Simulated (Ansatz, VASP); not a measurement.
AlFeC6N6 in VASP and in Ansatz

```
Al Fe C N
1.0
     0.00000    5.03465    5.03465
     5.03465    0.00000    5.03465
     5.03465    5.03465    0.00000
Al Fe C N
1 1 6 6
Direct
  0.50000 0.50000 0.50000
  0.00000 0.00000 0.00000
  0.81150 0.18850 0.18850
  0.18850 0.81150 0.18850
  0.18850 0.18850 0.81150
  0.18850 0.81150 0.81150
  0.81150 0.18850 0.81150
  0.81150 0.81150 0.18850
  0.69571 0.30429 0.30429
  0.30429 0.69571 0.30429
  0.30429 0.30429 0.69571
  0.30429 0.69571 0.69571
  0.69571 0.30429 0.69571
  0.69571 0.69571 0.30429
```

Alike in both runs: functional PBE; k mesh 8 × 8 × 8; occupations gaussian, width 0.1 eV; collinear spin.

Ansatz relaxed the structure, and its values are those at the end. VASP's run is a single point on that final structure, the one shown.

|  | VASP | Ansatz |
| --- | --- | --- |
| version | VASP 6.6.1 | Ansatz 0.2.0 |
| potentials or method | VASP PAW PBE potentials, release 64 (Al, Fe, C, N), cutoff 600 eV | scalar-relativistic, plane waves, PAW |
| valence electrons in the cell | 65 | 73 |

|  | VASP | Ansatz | Ansatz less VASP |
| --- | --- | --- | --- |
| gap on the k mesh at the Fermi level (eV) | none | none | - |
| pressure (GPa) | 0.3 | 0.0 | -0.35 |
| rms of the force components (eV/Å) | 0.197 | 0.003 | -0.1940 |
| net moment per atom (μB) | 0.07 | 0.07 | 0.000 |
| size of the moment on the site where the two differ most (μB) | 0.89 | 0.80 | -0.094 |

Site moments also hang on the region over which each program counts them. A gap of «none» marks a metal or a gap that the smearing closes. One of these differences is far larger than is usual between the two programs; its cause wasn't traced. VASP's potentials hold 65 valence electrons a cell and Ansatz's 73, so a difference there can come from the potentials and not from the codes. Ansatz's warnings: xc potential rough in thin density.

Noted on VASP's run: the standard files for N, O and F lose accuracy on very short bonds.
